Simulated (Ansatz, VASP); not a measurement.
## Two plane-wave programs on TaN

Contents of POSCAR:

```
TaN
1.0
    0.0000000000      2.2113230000      2.2113230000
    2.2113230000      0.0000000000      2.2113230000
    2.2113230000      2.2113230000      0.0000000000
Ta N
1 1
Direct
    0.5000000000      0.5000000000      0.5000000000
    0.0000000000      0.0000000000      0.0000000000
```

INCAR.step1

```
ALGO = Normal
EDIFF = 1E-4
ENCUT = 520
GGA = PE
ISMEAR = -1
LASPH = T
LCHARG = F
LDAU = T
LDAUJ = 0 0
LDAUL = 2 -1
LDAUTYPE = 2
LDAUU = 1 0
LMAXMIX = 4
LREAL = F
LWAVE = T
NBANDS = 15
NELM = 150
PREC = Accurate
SIGMA = 0.05
```

The input INCAR.step2:

```
ALGO = Normal
EDIFF = 1E-6
ENCUT = 520
ISIF = 2
ISMEAR = -1
ISTART = 1
LASPH = T
LCHARG = F
LDAU = T
LDAUJ = 0 0
LDAUL = 2 -1
LDAUPRINT = 1
LDAUTYPE = 2
LDAUU = 1 0
LMAXMIX = 4
LMIXTAU = T
LREAL = F
LWAVE = F
METAGGA = R2SCAN
NBANDS = 15
NELM = 150
PREC = Accurate
SIGMA = 0.05
```

Contents of KPOINTS:

```
k-points
0
Gamma
  10 10 10
```

The input input.yaml:

```yaml
crystal:
  lattice:
    - [0.0, 2.211323, 2.211323]
    - [2.211323, 0.0, 2.211323]
    - [2.211323, 2.211323, 0.0]
  atoms:
    - { symbol: Ta, position: [0.5, 0.5, 0.5] }
    - { symbol: "N", position: [0.0, 0.0, 0.0] }
hamiltonian:
  xc: r2scan
  pseudopotentials: { kind: paw }
  hubbard: { sites: [{ species: Ta, l: d, u_eff: 1.0 }] }
kpoints:
  mp_grid: { grid: [10, 10, 10] }
scf:
  occupations: { method: fermi_dirac, width: 0.05 }
  n_extra_bands: 6
output:
  forces: true
  stress: true
  eigenvalues: true
  dos: { projected: true, de: 0.05, nscf_kmesh: { grid: [15, 15, 15] } }
  write_density: true
  write_potential: true
  elf: true
  volumetric_format: npy
```

Alike in both runs: functional r2SCAN; k mesh 10 × 10 × 10; occupations fermi-dirac, width 0.05 eV; no spin polarisation; Hubbard terms Ta d U = 1.0 eV.

|  | VASP | Ansatz |
| --- | --- | --- |
| version | VASP 6.6.1 | Ansatz 0.2.0 |
| potentials or method | VASP PAW PBE potentials, release 64 (Ta_pv, N) | Ansatz PAW |
| plane-wave cutoff (eV) | 520 | 500 |
| valence electrons in the cell | 16 | 18 |
| task | single point | projected density of states |

```tsv
	VASP	Ansatz	Ansatz less VASP
gap on the k mesh at the Fermi level (eV)	none	none	-
pressure (GPa)	-1.5	-5.3	-3.79
```

VASP's potentials were made for PBE, not for r2SCAN. The programs project onto different local orbitals, so the same U acts differently, and such runs can settle in different states. A gap of «none» marks a metal or a gap that the smearing closes. VASP's potentials hold 16 valence electrons a cell and Ansatz's 18, so a difference there can come from the potentials and not from the codes.

Neither program's run includes spin-orbit coupling.
